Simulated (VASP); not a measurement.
Set up this calculation in VASP 6.6.1, as the native input.

```yaml
Task: single point
Functional: PBEsol
Potentials_or_basis: VASP PAW PBE potentials, release 64 (C, O)
Cutoff: 520 eV
k_mesh: 7 × 7 × 7
Occupations: methfessel-paxton, width 0.02 eV
Spin: no spin polarisation
Dipole_correction: no
Further_INCAR_settings: ALGO = Normal; EDIFF = 1e-06; NBANDS = 25
```

The structure of CO2 lies in POSCAR:

```
CO2
1.0
   -2.0134600288      2.0134600288      3.0731742235
    2.0134600288     -2.0134600288      3.0731742235
    2.0134600288      2.0134600288     -3.0731742235
C O
2 4
Direct
    0.7500000000      0.2500000000      0.5000000000
    0.0000000000      0.0000000000      0.0000000000
    0.7098000000      0.1250000000      0.0848000000
    0.0402000000      0.6250000000      0.9152000000
    0.3750000000      0.2902000000      0.4152000000
    0.8750000000      0.9598000000      0.5848000000
```

These files were run (other wordings do the same):

INCAR

```
PREC = Accurate ; ENCUT = 520
EDIFF = 1E-6 ; ISMEAR = 1
SIGMA = 0.02 ; LREAL = False
LASPH = True ; NELM = 100
ALGO = Normal ; ISIF = 2
LWAVE = False ; LCHARG = False
GGA = PS ; NBANDS = 25
```

KPOINTS

```
regular mesh
0
Gamma
  7 7 7
```

Potentials or basis: VASP PAW PBE potentials, release 64 (C, O).

The run is started by

```bash
$ cat potpaw_PBE.64/C/POTCAR potpaw_PBE.64/O/POTCAR > POTCAR
$ mpirun -np 1 vasp_std > vasp.out
```

It gave:

The pressure is -17.9 GPa. The largest force is 0.853 eV/Å. The band gap on the k mesh is 7.28 eV, indirect (least direct gap 7.60 eV).

Caveat: the PAW data sets were made with another functional, which shifts forces and pressure a little.

Run time: 34 s on 1 thread of AMD EPYC 9R45 96-Core Processor (Zen 5), on a shared host, peak memory 0.15 GiB.
